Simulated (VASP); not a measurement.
# SrLiSbS3 (P2_1/c) in VASP: notebook

The runs below take SrLiSbS3 through electric field gradients, with PBE.

Everything below comes from runs of VASP 6.6.1. Logs are shortened: lines on timing, memory, paths and dates and some standing lists are left out, and cuts for length are marked.

## 1. The cell of the first run

It takes space group P2_1/c (No. 14, monoclinic). Conventional cell: a = 5.930 Å, b = 12.326 Å, c = 7.941 Å, α = 90.00°, β = 90.31°, γ = 90.00°. Within 3.4 Å of Li (site symmetry 1) lie 6 S at 2.58 to 3.35 Å. Within 4.9 Å of Sr (site symmetry 1) lie 10 S at 2.95 to 4.83 Å and 5 Sb at 3.90 to 4.09 Å and 5 Li at 3.92 to 4.40 Å and 2 Sr at 4.25 to 4.31 Å. Sb (site symmetry 1) has 4 S at 2.42 to 3.20 Å within 3.3 Å. S (site symmetry 1) has 1 Sb at 2.42 Å and 2 Li at 2.58 to 2.63 Å and 1 Sr at 2.99 Å within 3.2 Å. S (site symmetry 1) has 2 Sb at 2.45 to 3.20 Å and 2 Li at 2.65 to 3.34 Å and 2 Sr at 2.96 Å within 3.4 Å. Within 3.4 Å of S (site symmetry 1) lie 1 Sb at 2.48 Å and 2 Li at 2.67 to 3.35 Å and 3 Sr at 2.95 to 3.02 Å.

## 2. Electric field gradients, PBE

INCAR

```
SYSTEM = SrLiSbS3
PREC     = Accurate       ! precision mode
ENCUT    = 520            ! plane-wave cutoff, eV
EDIFF    = 1E-8           ! SCF threshold, eV
ISMEAR   = -1             ! smearing method
SIGMA    = 0.02           ! smearing width, eV
LREAL    = Auto         
LASPH    = .TRUE.         ! aspherical terms in the spheres
NELM     = 80             ! most SCF steps
ALGO     = Normal         ! electronic algorithm
ISIF     = 2              ! what is computed and relaxed
LWAVE    = .FALSE.        ! write WAVECAR
LCHARG   = .FALSE.        ! write CHGCAR
GGA      = PE             ! functional
LEFG     = .TRUE.       
NBANDS   = 90             ! bands
KPAR     = 4
```

KPOINTS

```
regular mesh
0
G
  5 3 4
  0 0 0
```

POSCAR

```
SrLiSbS3
1.0
    5.9300000000      0.0000000000      0.0000000000
    0.0000000000     12.3260000000      0.0000000000
   -0.0431033297      0.0000000000      7.9408830178
Li Sr Sb S
4 4 4 12
Direct
    0.2535000000      0.7363000000      0.3642000000
    0.7465000000      0.2363000000      0.1358000000
    0.7465000000      0.2637000000      0.6358000000
    0.2535000000      0.7637000000      0.8642000000
    0.7547700000      0.5769100000      0.1530400000
    0.2452300000      0.0769100000      0.3469600000
    0.2452300000      0.4230900000      0.8469600000
    0.7547700000      0.9230900000      0.6530400000
    0.7347100000      0.9088600000      0.1508800000
    0.2652900000      0.4088600000      0.3491200000
    0.2652900000      0.0911400000      0.8491200000
    0.7347100000      0.5911400000      0.6508800000
    0.3310000000      0.8799200000      0.1361600000
    0.6690000000      0.3799200000      0.3638400000
    0.6690000000      0.1200800000      0.8638400000
    0.3310000000      0.6200800000      0.6361600000
    0.8126000000      0.7713200000      0.3669500000
    0.1874000000      0.2713200000      0.1330500000
    0.1874000000      0.2286800000      0.6330500000
    0.8126000000      0.7286800000      0.8669500000
    0.7418000000      0.0666200000      0.3455100000
    0.2582000000      0.5666200000      0.1544900000
    0.2582000000      0.9333800000      0.6544900000
    0.7418000000      0.4333800000      0.8455100000
```

Potentials or basis: VASP PAW PBE potentials, release 64 (Li_sv, Sr_sv, Sb, S).

Launch:

```sh
$ cat potpaw_PBE.64/Li_sv/POTCAR potpaw_PBE.64/Sr_sv/POTCAR potpaw_PBE.64/Sb/POTCAR potpaw_PBE.64/S/POTCAR > POTCAR
$ mpirun -np 4 vasp_std > vasp.out
```

OUTCAR:

```text
SYSTEM = SrLiSbS3
   PREC = Accurate
   ENCUT = 520
   EDIFF = 1E-8
   ISMEAR = -1
   LREAL = Auto
   LASPH = .TRUE.
   NELM = 80
   ISIF = 2
   GGA = PE

 ion  position               nearest neighbor table
   1  0.254  0.736  0.364-  13 2.58  16 2.63  17 2.65  22 2.67
   2  0.746  0.236  0.136-  14 2.58  15 2.63  18 2.65  21 2.67
   3  0.746  0.264  0.636-  15 2.58  14 2.63  19 2.65  24 2.67
   4  0.254  0.764  0.864-  16 2.58  13 2.63  20 2.65  23 2.67
   5  0.755  0.577  0.153-  22 2.95  17 2.96  20 2.96  22 2.99  14 2.99  24 3.02  10 3.90  12 3.96
                            10 3.98  12 3.99   9 4.09   7 4.25   7 4.31
   6  0.245  0.077  0.347-  21 2.95  18 2.96  19 2.96  21 2.99  13 2.99  23 3.02   9 3.90  11 3.96
                             9 3.98  11 3.99  10 4.09   8 4.25   8 4.31
   7  0.245  0.423  0.847-  24 2.95  19 2.96  18 2.96  24 2.99  16 2.99  22 3.02  12 3.90  10 3.96
                            12 3.98  10 3.99  11 4.09   5 4.25   5 4.31
   8  0.755  0.923  0.653-  23 2.95  20 2.96  17 2.96  23 2.99  15 2.99  21 3.02  11 3.90   9 3.96
                            11 3.98   9 3.99  12 4.09   6 4.25   6 4.31
   9  0.735  0.909  0.151-  13 2.42  17 2.45  21 2.48  20 3.20   6 3.90   8 3.96   6 3.98   8 3.99
                             5 4.09
  10  0.265  0.409  0.349-  14 2.42  18 2.45  22 2.48  19 3.20   5 3.90   7 3.96   5 3.98   7 3.99
                             6 4.09
  11  0.265  0.091  0.849-  15 2.42  19 2.45  23 2.48  18 3.20   8 3.90   6 3.96   8 3.98   6 3.99
                             7 4.09
  12  0.735  0.591  0.651-  16 2.42  20 2.45  24 2.48  17 3.20   7 3.90   5 3.96   7 3.98   5 3.99
                             8 4.09
  13  0.331  0.880  0.136-   9 2.42   1 2.58   4 2.63   6 2.99
  14  0.669  0.380  0.364-  10 2.42   2 2.58   3 2.63   5 2.99
  15  0.669  0.120  0.864-  11 2.42   3 2.58   2 2.63   8 2.99
  16  0.331  0.620  0.636-  12 2.42   4 2.58   1 2.63   7 2.99
  17  0.813  0.771  0.367-   9 2.45   1 2.65   5 2.96   8 2.96  12 3.20
  18  0.187  0.271  0.133-  10 2.45   2 2.65   6 2.96   7 2.96  11 3.20
  19  0.187  0.229  0.633-  11 2.45   3 2.65   7 2.96   6 2.96  10 3.20
  20  0.813  0.729  0.867-  12 2.45   4 2.65   8 2.96   5 2.96   9 3.20
  21  0.742  0.067  0.346-   9 2.48   2 2.67   6 2.95   6 2.99   8 3.02
  22  0.258  0.567  0.154-  10 2.48   1 2.67   5 2.95   5 2.99   7 3.02
  23  0.258  0.933  0.654-  11 2.48   4 2.67   8 2.95   8 2.99   6 3.02
  24  0.742  0.433  0.846-  12 2.48   3 2.67   7 2.95   7 2.99   5 3.02

  LATTYP: Found a simple monoclinic cell.
 ALAT       =     5.9300000000
 B/A-ratio  =     2.0785834739
 C/A-ratio  =     1.3391231029
 COS(beta)  =    -0.0054279473

  Lattice vectors:

 A1 = (   5.9300000000,   0.0000000000,   0.0000000000)
 A2 = (   0.0000000000,  12.3260000000,   0.0000000000)
 A3 = (  -0.0431033297,   0.0000000000,   7.9408830178)

Analysis of symmetry for initial positions (statically):
=====================================================================
 Subroutine PRICEL returns:
 Original cell was already a primitive cell.

 Routine SETGRP: Setting up the symmetry group for a
 simple monoclinic supercell.

 Subroutine GETGRP returns: Found  4 space group operations
 (whereof  2 operations were pure point group operations)
 out of a pool of  4 trial point group operations.

The static configuration has the point symmetry S_2 .
 The point group associated with its full space group is C_2h.

Analysis of symmetry for dynamics (positions and initial velocities):
=====================================================================
 Subroutine PRICEL returns:
 Original cell was already a primitive cell.

 Routine SETGRP: Setting up the symmetry group for a
 simple monoclinic supercell.

 Subroutine GETGRP returns: Found  4 space group operations
 (whereof  2 operations were pure point group operations)
 out of a pool of  4 trial point group operations.

The dynamic configuration has the point symmetry S_2 .
 The point group associated with its full space group is C_2h.

 Subroutine INISYM returns: Found  4 space group operations
 (whereof  2 operations are pure point group operations),
 and found     1 'primitive' translations

[... 147 lines left out ...]
   NUPDOWN=      -1.0000    fix difference up-down
   EMIN   =  10.00;   EMAX   =-10.00  energy-range for DOS
   EFERMI =   0.00;   METHOD = LEGACY
   ISMEAR =    -1;   SIGMA  =   0.02  broadening in eV -4-tet -1-fermi 0-gaus
   EFERMI_NEDOS =   21; number of points for ismear=-14 and -15
   IALGO  =     38    algorithm
   IMIX   =      4    mixing-type and parameters
     AMIX     =   0.40;   BMIX     =  1.00
     AMIX_MAG =   1.60;   BMIX_MAG =  1.00
  volume/ion in A,a.u.               =      24.18       163.20
  Fermi-wavevector in a.u.,A,eV,Ry     =   1.028680  1.943924 14.397457  1.058183
  Thomas-Fermi vector in A             =   2.162689
   LORBIT       =      0    0 simple, 1 ext, 2 COOP (PROOUT), +10 PAW based schemes
   GGA     = PE    functional components
   LHFCALC =     F    Hartree Fock is set to
   AEXX    =    0.0000 exact exchange contribution
   IVDW    =     0    specifies the selected vdW correction
   LEPSILON=     F    determine dielectric tensor
   LRPA    =     F    only Hartree local field effects (RPA)
 non-spin polarized calculation
  energy-cutoff  :      520.00
  volume of cell :      580.42
 maximum number of plane-waves:     15668
 NGX is ok and might be reduce to    48
   NGX = 23   NGY = 45   NGZ = 29

 number of electron     144.0000000 magnetization

 Free energy of the ion-electron system (eV)
  ---------------------------------------------------
  ext. energy  EPLUGINS =         0.00000000
  ---------------------------------------------------
  free energy    TOTEN  =      -108.36629955 eV

  energy without entropy =     -108.36629955  energy(sigma->0) =     -108.36629955

 E-fermi :   3.6613     XC(G=0):  -8.8597

 val. band max:        3.2400147735   @ k =   0.4000   0.0000   0.0000
 cond. band min:       5.1515892639   @ k =   0.4000   0.0000   0.0000
 fundamental gap:      1.9115744905
 Fermi energy:         3.6613181471

 k-point     1 :       0.0000    0.0000    0.0000
  band No.  band energies     occupation
      1     -42.0772      2.00000
      2     -42.0772      2.00000
      3     -42.0769      2.00000
      4     -42.0769      2.00000
      5     -30.9101      2.00000
      6     -30.9099      2.00000
[... 1903 lines left out ...]
     83       7.3480      0.00000
     84       7.4266      0.00000
 [bands above 84 left out]

------------------------ aborting loop because EDIFF is reached ----------------------------------------

  FORCE on cell =-STRESS in cart. coord.  units (eV):
  Direction    XX          YY          ZZ          XY          YZ          ZX
  --------------------------------------------------------------------------------------
  -------------------------------------------------------------------------------------
  Total        7.0990784      6.5371706      5.9118626      0.0000000      0.0000000      0.4601461
  in kB       19.5959761     18.0449111     16.3188390      0.0000000      0.0000000      1.2701664
  external PRESSURE =      17.9865754 kB  Pullay stress =       0.0000000 kB

 VOLUME and BASIS-vectors are now :
 -----------------------------------------------------------------------------
  energy-cutoff  :      520.00
  volume of cell :      580.42
      direct lattice vectors                 reciprocal lattice vectors
     5.930000000  0.000000000  0.000000000     0.168634064  0.000000000  0.000915350
     0.000000000 12.326000000  0.000000000     0.000000000  0.081129320  0.000000000
    -0.043103330  0.000000000  7.940883018     0.000000000  0.000000000  0.125930579

 POSITION                                       TOTAL-FORCE (eV/Angst)
 -----------------------------------------------------------------------------------
      1.48756      9.07563      2.89207        -0.077407     -0.063587     -0.057119
      4.42089      2.91263      1.07837         0.077407     -0.063587      0.057119
      4.39934      3.25037      5.04881         0.077407      0.063587      0.057119
      1.46601      9.41337      6.86251        -0.077407      0.063587     -0.057119
      4.46919      7.11099      1.21527         0.013200     -0.001166     -0.007304
      1.43926      0.94799      2.75517        -0.013200     -0.001166      0.007304
[... 16 lines left out ...]
      1.50292     11.50484      5.19723        -0.012900     -0.312028     -0.123666
      4.36243      5.34184      6.71410         0.012900     -0.312028      0.123666
 -----------------------------------------------------------------------------------
    total drift:                               -0.000000      0.000000     -0.000000

  FREE ENERGIE OF THE ION-ELECTRON SYSTEM (eV)
  ---------------------------------------------------
  free  energy   TOTEN  =      -108.3662995510 eV

  energy  without entropy=     -108.3662995510  energy(sigma->0) =     -108.36629955

 Electric field gradients (V/A^2)
---------------------------------------------------------------------
 ion       V_xx      V_yy      V_zz      V_xy      V_xz      V_yz
---------------------------------------------------------------------
   1       0.217    -0.079    -0.137     0.161     0.021     0.634
   2       0.217    -0.079    -0.137    -0.161     0.021    -0.634
   3       0.217    -0.079    -0.137     0.161     0.021     0.634
   4       0.217    -0.079    -0.137    -0.161     0.021    -0.634
   5      -4.563    -8.983    13.546   -23.325     7.076    -2.305
   6      -4.563    -8.983    13.546    23.325     7.076     2.305
[... 16 lines left out ...]
  23     -57.317    51.178     6.139     2.097     4.899    85.021
  24     -57.317    51.178     6.139    -2.097     4.899   -85.021
---------------------------------------------------------------------

 Electric field gradients after diagonalization (V/A^2)
 (convention: |V_zz| > |V_xx| > |V_yy|)
----------------------------------------------------------------------
 ion       V_xx      V_yy      V_zz     asymmetry (V_yy - V_xx)/ V_zz
----------------------------------------------------------------------
   1       0.575     0.178    -0.752       0.527
   2       0.575     0.178    -0.752       0.527
   3       0.575     0.178    -0.752       0.527
   4       0.575     0.178    -0.752       0.527
   5      22.132     8.288   -30.420       0.455
   6      22.132     8.288   -30.420       0.455
[... 16 lines left out ...]
  23     -61.130   -55.605   116.735       0.047
  24     -61.130   -55.605   116.735       0.047
----------------------------------------------------------------------

           NMR quadrupolar parameters

 Cq : quadrupolar parameter    Cq=e*Q*V_zz/h
 eta: asymmetry parameters     (V_yy - V_xx)/ V_zz
 Q  : nuclear electric quadrupole moment in mb (millibarn)
----------------------------------------------------------------------
 ion       Cq(MHz)       eta       Q (mb)
----------------------------------------------------------------------
   1      -0.002       0.527       1.000
   2      -0.002       0.527       1.000
   3      -0.002       0.527       1.000
   4      -0.002       0.527       1.000
   5      -0.074       0.455       1.000
   6      -0.074       0.455       1.000
[... 16 lines left out ...]
  23       0.282       0.047       1.000
  24       0.282       0.047       1.000
----------------------------------------------------------------------
```

It took 7.7 min on 4 MPI ranks of Intel Xeon Platinum 8488C (Sapphire Rapids), shared host; peak memory 1.1 GiB.

Results:

```
Free energy                             : -108.3663 eV
Largest force                           : 0.492 eV/Å
Band gap on the k mesh                  : 1.91 eV
Largest electric field gradient by atom : Li -0.8; Sr -30.4; Sb -204.9; S +130.9, +128.6, +116.7 (each value once) V/Å²
```

Forces in eV/Å, atoms in the order of the input:
```
Li  -0.077 -0.064 -0.057
Li   0.077 -0.064  0.057
Li   0.077  0.064  0.057
Li  -0.077  0.064 -0.057
Sr   0.013 -0.001 -0.007
Sr  -0.013 -0.001  0.007
Sr  -0.013  0.001  0.007
Sr   0.013  0.001 -0.007
Sb   0.288  0.007 -0.398
Sb  -0.288  0.007  0.398
Sb  -0.288 -0.007  0.398
Sb   0.288 -0.007 -0.398
S   -0.401 -0.109 -0.054
S    0.401 -0.109  0.054
S    0.401  0.109  0.054
S   -0.401  0.109 -0.054
S    0.147 -0.267  0.245
S   -0.147 -0.267 -0.245
S   -0.147  0.267 -0.245
S    0.147  0.267  0.245
S    0.013  0.312  0.124
S   -0.013  0.312 -0.124
S   -0.013 -0.312 -0.124
S    0.013 -0.312  0.124
```

Electric field gradients, principal values (V/Å²):
| atom | least | middle | greatest (by size) |
| --- | --- | --- | --- |
| 1 Li | 0.178 | 0.575 | -0.752 |
| 2 Li | 0.178 | 0.575 | -0.752 |
| 3 Li | 0.178 | 0.575 | -0.752 |
| 4 Li | 0.178 | 0.575 | -0.752 |
| 5 Sr | 8.288 | 22.132 | -30.420 |
| 6 Sr | 8.288 | 22.132 | -30.420 |
| 7 Sr | 8.288 | 22.132 | -30.420 |
| 8 Sr | 8.288 | 22.132 | -30.420 |
| 9 Sb | 67.222 | 137.664 | -204.886 |
| 10 Sb | 67.222 | 137.664 | -204.886 |
| 11 Sb | 67.222 | 137.664 | -204.886 |
| 12 Sb | 67.222 | 137.664 | -204.886 |
| 13 S | -61.904 | -68.957 | 130.860 |
| 14 S | -61.904 | -68.957 | 130.860 |
| 15 S | -61.904 | -68.957 | 130.860 |
| 16 S | -61.904 | -68.957 | 130.860 |
| 17 S | -58.753 | -69.838 | 128.590 |
| 18 S | -58.753 | -69.838 | 128.590 |
| 19 S | -58.753 | -69.838 | 128.590 |
| 20 S | -58.753 | -69.838 | 128.590 |
| 21 S | -55.605 | -61.130 | 116.735 |
| 22 S | -55.605 | -61.130 | 116.735 |
| 23 S | -55.605 | -61.130 | 116.735 |
| 24 S | -55.605 | -61.130 | 116.735 |

Caveat: the cutoff is under 1.25 times the usual one of these potentials, so pressure, stress and relaxed cells hold a basis-set (Pulay) error; without QUAD_EFG the Cq values of the log hold for a quadrupole moment of 1 mb, not for the nuclei; spin-orbit coupling is left out, which moves the levels of the heavy elements. A k mesh can miss the band edges.

(Part 1 of 2 ends here.)
